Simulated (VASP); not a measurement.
Runs of VASP 6.6.1 on Na. The structure is that of space group I4/mmm (No. 139), or close to it. The cells are those of the table. 

| cell | further INCAR settings | gap on the mesh (eV) | pressure (GPa) |
| --- | --- | --- | --- |
| a = 3.805 Å, angles 100.0, 100.0, 130.6°, 1 atom | ALGO = Fast; EDIFF = 1e-06; NBANDS = 10 | none | (a) |
| a = 3.715 Å, angles 103.5, 103.5, 122.2°, 1 atom | ALGO = Fast; EDIFF = 1e-06; NBANDS = 10 | none | -1.0 |
| a = 3.688 Å, angles 105.4, 105.4, 118.0°, 1 atom | ALGO = Fast; EDIFF = 1e-06; NBANDS = 10 | none | -1.0 |
| a = 3.696 Å, angles 114.7, 114.7, 99.4°, 1 atom | ALGO = Fast; EDIFF = 1e-06; NBANDS = 10 | none | -1.1 |
| a = 3.670 Å, angles 110.8, 110.8, 106.8°, 1 atom | ALGO = Fast; EDIFF = 1e-07; NBANDS = 10 | none | -1.0 |
| a = 3.758 Å, angles 101.5, 101.5, 126.9°, 1 atom | ALGO = Fast; EDIFF = 1e-06; NBANDS = 10 | none | -0.8 |
| a = 3.675 Å, angles 112.1, 112.1, 104.2°, 1 atom | ALGO = Fast; EDIFF = 1e-06; NBANDS = 10 | none | -1.1 |
| a = 3.727 Å, angles 117.3, 117.3, 94.8°, 1 atom | ALGO = Fast; EDIFF = 1e-06; NBANDS = 10 | none | -1.0 |

Alike in all rows: task single point; level LDA; potentials or basis VASP PAW LDA potentials, release 64 (Na_pv); no spin polarisation; k mesh 18 × 18 × 18; cutoff (eV) 520; smearing gaussian 0.15 eV.

Q: Estimate the missing entries.

A: (a) -0.6.

A gap of «none» marks levels without a gap at the run's occupations.
